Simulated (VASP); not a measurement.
# CsPbCl3 (R32) in VASP: relaxation of cell and atoms with PBE

Aim: the relaxation of cell and atoms of CsPbCl3 with PBE.

Program: VASP 6.6.1. These are calculated values, not measurements. Logs are shortened: lines on timing, memory, paths and dates and some standing lists are left out, and cuts for length are marked.

## Step 1: The cell of the first run

It takes space group R32 (No. 155, trigonal). Conventional cell: a = 8.006 Å, b = 8.006 Å, c = 9.887 Å, α = 90.00°, β = 90.00°, γ = 120.00°. Within 5.1 Å of Cs (site symmetry 32) lie 12 Cl at 3.85 to 4.15 Å and 8 Pb at 4.91 to 4.94 Å. Pb (site symmetry 32) has 6 Cl at 2.84 Å within 3.7 Å. Within 3.7 Å of Cl (site symmetry 2) lie 2 Pb at 2.84 Å.

## Step 2: Relaxation of cell and atoms, PBE

INCAR

```
SYSTEM = CsPbCl3
PREC     = Accurate       ! precision mode
ENCUT    = 600            ! plane-wave cutoff, eV
EDIFF    = 1E-6           ! SCF threshold, eV
ISMEAR   = 0              ! smearing method
SIGMA    = 0.02           ! smearing width, eV
LREAL    = .False.        ! projectors in reciprocal space
LASPH    = .True.         ! aspherical terms in the spheres
NELM     = 60             ! most SCF steps
ALGO     = Normal         ! electronic algorithm
ISIF     = 3              ! what is computed and relaxed
LWAVE    = .False.        ! write WAVECAR
LCHARG   = .False.        ! write CHGCAR
GGA      = PE             ! functional
IBRION   = 2              ! ionic algorithm
NSW      = 100            ! ionic steps
EDIFFG   = -0.01          ! ionic threshold
```

KPOINTS

```
regular mesh
0
Gamma
  6 6 6
  0 0 0
```

POSCAR

```
CsPbCl3
1.0
    4.0031551156      2.3112226836      3.2955554574
   -4.0031551156      2.3112226836      3.2955554574
    0.0000000000     -4.6224453672      3.2955554574
Cs Pb Cl
1 1 3
Direct
    0.5000000000      0.5000000000      0.5000000000
    0.0000000000      0.0000000000      0.0000000000
    0.5000000000      0.0186003000      0.9813997000
    0.0186003000      0.9813997000      0.5000000000
    0.9813997000      0.5000000000      0.0186003000
```

Potentials or basis: VASP PAW PBE potentials, release 64 (Cs_sv, Pb_d, Cl).

Run with:

```bash
cat potpaw_PBE.64/Cs_sv/POTCAR potpaw_PBE.64/Pb_d/POTCAR potpaw_PBE.64/Cl/POTCAR > POTCAR
mpirun -np 1 vasp_std > vasp.out
```

OUTCAR:

```text
SYSTEM = CsPbCl3
   PREC = Accurate
   ENCUT = 600
   EDIFF = 1E-6
   ISMEAR = 0
   LREAL = .False.
   LASPH = .True.
   NELM = 60
   ISIF = 3
   GGA = PE
   IBRION = 2
   NSW = 100
   EDIFFG = -0.01

 ion  position               nearest neighbor table
   1  0.500  0.500  0.500-
   2  0.000  0.000  0.000-   5 2.84   3 2.84   5 2.84   3 2.84   4 2.84   4 2.84
   3  0.500  0.019  0.981-   2 2.84   2 2.84
   4  0.019  0.981  0.500-   2 2.84   2 2.84
   5  0.981  0.500  0.019-   2 2.84   2 2.84

  LATTYP: Found a trigonal (rhomboedric) cell.
 ALAT       =     5.6769434510
 COS(alpha) =     0.0054979182

  Lattice vectors:

 A1 = (   4.0031551156,   2.3112226836,   3.2955554574)
 A2 = (  -4.0031551156,   2.3112226836,   3.2955554574)
 A3 = (   0.0000000000,  -4.6224453672,   3.2955554574)

Analysis of symmetry for initial positions (statically):
=====================================================================
 Subroutine PRICEL returns:
 Original cell was already a primitive cell.

 Routine SETGRP: Setting up the symmetry group for a
 trigonal (rhombohedral) supercell.

 Subroutine GETGRP returns: Found  6 space group operations
 (whereof  6 operations were pure point group operations)
 out of a pool of 12 trial point group operations.

The static configuration has the point symmetry D_3 .

Analysis of symmetry for dynamics (positions and initial velocities):
=====================================================================
 Subroutine PRICEL returns:
 Original cell was already a primitive cell.

 Routine SETGRP: Setting up the symmetry group for a
 trigonal (rhombohedral) supercell.

 Subroutine GETGRP returns: Found  6 space group operations
 (whereof  6 operations were pure point group operations)
 out of a pool of 12 trial point group operations.

The dynamic configuration has the point symmetry D_3 .

 Subroutine INISYM returns: Found  6 space group operations
 (whereof  6 operations are pure point group operations),
 and found     1 'primitive' translations

----------------------------------------------------------------------------------------

                                     Primitive cell

  volume of cell :     182.9465

  direct lattice vectors                    reciprocal lattice vectors
     4.003155116  2.311222684  3.295555457     0.124901480  0.072111903  0.101146328
    -4.003155116  2.311222684  3.295555457    -0.124901480  0.072111903  0.101146328
     0.000000000 -4.622445367  3.295555457     0.000000000 -0.144223807  0.101146328

  length of vectors
     5.676943451  5.676943451  5.676943451     0.176156425  0.176156425  0.176156425

  position of ions in fractional coordinates (direct lattice)
     0.500000000  0.500000000  0.500000000
     0.000000000  0.000000000  0.000000000
     0.500000000  0.018600300  0.981399700
     0.018600300  0.981399700  0.500000000
     0.981399700  0.500000000  0.018600300

  ion indices of the primitive-cell ions
   primitive index   ion index
                 1           1
                 2           2
                 3           3
                 4           4
                 5           5

----------------------------------------------------------------------------------------

 KPOINTS: regular mesh

Automatic generation of k-mesh.
 Grid dimensions read from file:
 generate k-points for:    6    6    6

 Generating k-lattice:

  Cartesian coordinates                     Fractional coordinates (reciprocal lattice)
     0.020816913  0.012018651  0.016857721     0.166666667 -0.000000000  0.000000000
    -0.020816913  0.012018651  0.016857721    -0.000000000  0.166666667  0.000000000
     0.000000000 -0.024037301  0.016857721     0.000000000  0.000000000  0.166666667

  Length of vectors
     0.029359404  0.029359404  0.029359404

  Shift w.r.t. Gamma in fractional coordinates (k-lattice)
     0.000000000  0.000000000  0.000000000

 Subroutine IBZKPT returns following result:
 ===========================================

 Found     32 irreducible k-points:

 Following reciprocal coordinates:
            Coordinates               Weight
  0.000000  0.000000  0.000000      1.000000
  0.166667 -0.000000  0.000000      6.000000
  0.333333  0.000000  0.000000      6.000000
  0.500000 -0.000000 -0.000000      3.000000
  0.166667  0.166667  0.000000      6.000000
  0.333333  0.166667  0.000000     12.000000
[... 16 lines left out ...]
  0.500000  0.500000  0.166667      6.000000
 -0.333333  0.500000  0.166667     12.000000
 [... further k-points ...]
   k-points           NKPTS =     32   k-points in BZ     NKDIM =     32   number of bands    NBANDS=     26
   number of dos      NEDOS =    301   number of ions     NIONS =      5
   total plane-waves  NPLWV = 110592
   dimension x,y,z NGX =    48 NGY =   48 NGZ =   48
   dimension x,y,z NGXF=    96 NGYF=   96 NGZF=   96
   ions per type =               1   1   3
   NGX,Y,Z   is equivalent  to a cutoff of  14.06, 14.06, 14.06 a.u.
   NGXF,Y,Z  is equivalent  to a cutoff of  28.11, 28.11, 28.11 a.u.
 SYSTEM =  CsPbCl3
   PREC   = accura    normal or accurate (medium, high low for compatibility)
   ISTART =      0    job   : 0-new  1-cont  2-samecut
   ICHARG =      2    charge: 1-file 2-atom 10-const
   ISPIN  =      1    spin polarized calculation?
   LNONCOLLINEAR =      F non collinear calculations
   LSORBIT =      F    spin-orbit coupling
   LASPH  =      T    aspherical Exc in radial PAW
   ENCUT  =  600.0 eV  44.10 Ry    6.64 a.u.  11.34 11.34 11.34*2*pi/ulx,y,z
   NELM   =     60;   NELMIN=  2; NELMDL= -5     # of ELM steps
   EDIFF  = 0.1E-05   stopping-criterion for ELM
   LREAL  =      F    real-space projection
   EDIFFG = -.1E-01   stopping-criterion for IOM
   NSW    =    100    number of steps for IOM
   IBRION =      2    ionic relax: 0-MD 1-quasi-New 2-CG
   NFREE  =      1    steps in history (QN), initial steepest desc. (CG)
   ISIF   =      3    stress and relaxation
   ISYM   =      2    0-nonsym 1-usesym 2-fastsym
   POTIM  = 0.5000    time-step for ionic-motion
   TEBEG  =    0.0;   TEEND  =   0.0 temperature during run
   PSTRESS=    0.0 pullay stress
   NELECT =      44.0000    total number of electrons
   NUPDOWN=      -1.0000    fix difference up-down
   EMIN   =  10.00;   EMAX   =-10.00  energy-range for DOS
   EFERMI =   0.00;   METHOD = LEGACY
   ISMEAR =     0;   SIGMA  =   0.02  broadening in eV -4-tet -1-fermi 0-gaus
   EFERMI_NEDOS =   21; number of points for ismear=-14 and -15
   IALGO  =     38    algorithm
   IMIX   =      4    mixing-type and parameters
     AMIX     =   0.40;   BMIX     =  1.00
     AMIX_MAG =   1.60;   BMIX_MAG =  1.00
  volume/ion in A,a.u.               =      36.59       246.92
  Fermi-wavevector in a.u.,A,eV,Ry     =   1.018086  1.923903 14.102420  1.036499
  Thomas-Fermi vector in A             =   2.151523
   LORBIT       =      0    0 simple, 1 ext, 2 COOP (PROOUT), +10 PAW based schemes
   GGA     = PE    functional components
   LHFCALC =     F    Hartree Fock is set to
   AEXX    =    0.0000 exact exchange contribution
   IVDW    =     0    specifies the selected vdW correction
   LEPSILON=     F    determine dielectric tensor
   LRPA    =     F    only Hartree local field effects (RPA)
 conjugate gradient relaxation of ions
 non-spin polarized calculation
 Gauss-broadening in eV      SIGMA  =   0.02
  energy-cutoff  :      600.00
  volume of cell :      182.95
 maximum number of plane-waves:      6124
 NGX is ok and might be reduce to    48
   NGX = 23   NGY = 23   NGZ = 23

--------------------------------------- Ionic step        1  -------------------------------------------

 number of electron      43.9999998 magnetization

 Free energy of the ion-electron system (eV)
  ---------------------------------------------------
  ext. energy  EPLUGINS =         0.00000000
  ---------------------------------------------------
  free energy    TOTEN  =       -17.54996543 eV

  energy without entropy =      -17.54996543  energy(sigma->0) =      -17.54996543

------------------------ aborting loop because EDIFF is reached ----------------------------------------

  FORCE on cell =-STRESS in cart. coord.  units (eV):
  Direction    XX          YY          ZZ          XY          YZ          ZX
  --------------------------------------------------------------------------------------
  -------------------------------------------------------------------------------------
  Total        0.7942338      0.7942338      0.7618778      0.0000000      0.0000000     -0.0000000
  in kB        6.9556044      6.9556044      6.6722423      0.0000000      0.0000000     -0.0000000
  external PRESSURE =       6.8611504 kB  Pullay stress =       0.0000000 kB
[... 98 lines left out ...]
  FREE ENERGIE OF THE ION-ELECTRON SYSTEM (eV)
  ---------------------------------------------------
  free  energy   TOTEN  =       -17.5612489556 eV

  energy  without entropy=      -17.5612489556  energy(sigma->0) =      -17.56124896

[... ionic steps 4 to 11 ...]

--------------------------------------- Ionic step       12  -------------------------------------------

 number of electron      44.0000012 magnetization

------------------------ aborting loop because EDIFF is reached ----------------------------------------

  FORCE on cell =-STRESS in cart. coord.  units (eV):
  Direction    XX          YY          ZZ          XY          YZ          ZX
  --------------------------------------------------------------------------------------
  -------------------------------------------------------------------------------------
  Total       -0.0574100     -0.0574100      0.1142917      0.0000000      0.0000000      0.0000000
  in kB       -0.4879436     -0.4879436      0.9713973      0.0000000      0.0000000      0.0000000
  external PRESSURE =      -0.0014967 kB  Pullay stress =       0.0000000 kB
[... 63 lines left out ...]
  energy  without entropy=      -17.5643690740  energy(sigma->0) =      -17.56436907

--------------------------------------- Ionic step       14  -------------------------------------------

 number of electron      44.0000006 magnetization

 Free energy of the ion-electron system (eV)
  ---------------------------------------------------
  ext. energy  EPLUGINS =         0.00000000
  ---------------------------------------------------
  free energy    TOTEN  =       -17.56514876 eV

  energy without entropy =      -17.56514876  energy(sigma->0) =      -17.56514876

 E-fermi :   1.0757     XC(G=0):  -7.5273

 val. band max:        0.9483805548   @ k =   0.5000   0.5000   0.5000
 cond. band min:       3.1575705989   @ k =   0.5000   0.5000   0.5000
 fundamental gap:      2.2091900441
 Fermi energy:         1.0756544295

 k-point     1 :       0.0000    0.0000    0.0000
  band No.  band energies     occupation
      1     -20.0772      2.00000
      2     -15.5529      2.00000
      3     -15.5529      2.00000
      4     -15.3966      2.00000
      5     -15.3950      2.00000
      6     -15.3950      2.00000
[... 685 lines left out ...]
     25       5.3529      0.00000
     26       6.5780      0.00000

 [... further k-points ...]
[... 5 lines left out ...]
  --------------------------------------------------------------------------------------
  -------------------------------------------------------------------------------------
  Total       -0.0471637     -0.0471637      0.0283492      0.0000000     -0.0000000      0.0000000
  in kB       -0.4003856     -0.4003856      0.2406640      0.0000000     -0.0000000      0.0000000
  external PRESSURE =      -0.1867024 kB  Pullay stress =       0.0000000 kB
[... 20 lines left out ...]
  FREE ENERGIE OF THE ION-ELECTRON SYSTEM (eV)
  ---------------------------------------------------
  free  energy   TOTEN  =       -17.5651487588 eV

  energy  without entropy=      -17.5651487588  energy(sigma->0) =      -17.56514876

 reached required accuracy - stopping structural energy minimisation
```

Run time: 9 min. Hardware: 1 thread of Intel Xeon 6975P-C (Granite Rapids), shared host; peak memory 0.47 GiB.

Results:

| Quantity | Value |
| --- | --- |
| Free energy | -17.5651 eV |
| Relaxed volume | 37.75 Å³/atom |
| Relaxed cell | a = 5.736 Å, b = 5.736 Å, c = 5.736 Å, α = 90.21°, β = 90.21°, γ = 90.21° |
| Space group after relaxing (to 0.1 Å) | Pm-3m (No. 221) |
| Energy gained by relaxing | 3.0 meV/atom |
| Ionic steps | 14 |
| Pressure after relaxing | 0.0 GPa |
| Largest force after relaxing | 0.007 eV/Å |
| Band gap on the k mesh | 2.21 eV |

Forces in eV/Å, atoms in the order of the input:
```
Cs   0.000  0.000  0.000
Pb   0.000  0.000  0.000
Cl   0.003 -0.006  0.000
Cl  -0.007  0.000  0.000
Cl   0.003  0.006  0.000
```

Step by step:
```csv
step,energy change (eV),largest force (eV/Å),pressure (GPa),volume (Å³)
1,0.0000,0.0159,0.69,182.95
2,-0.0107,0.0191,0.14,187.13
3,-0.0113,0.0200,-0.01,188.36
4,-0.0113,0.0199,0.01,188.25
5,-0.0113,0.0190,0.01,188.25
6,-0.0115,0.0185,0.01,188.26
7,-0.0119,0.0185,0.01,188.29
8,-0.0125,0.0173,0.01,188.33
9,-0.0133,0.0144,0.01,188.41
10,-0.0133,0.0093,0.00,188.55
11,-0.0136,0.0118,0.00,188.48
12,-0.0138,0.0120,0.00,188.51
13,-0.0144,0.0100,-0.01,188.58
14,-0.0152,0.0067,-0.02,188.73
```

Final structure:
```xyz
5
Lattice="4.0633 2.3459 3.2998 -4.0633 2.3459 3.2998 0.0000 -4.6919 3.2998" Properties=species:S:1:pos:R:3 pbc="T T T"
Cs    0.0000    0.0000    4.9497
Pb    4.0633    2.3459    3.2998
Cl    2.0109   -3.4829    4.9497
Cl   -4.0218    0.0000    4.9497
Cl    2.0109    3.4829    4.9497
```

Caveat: spin-orbit coupling is left out, which moves the levels of the heavy elements.
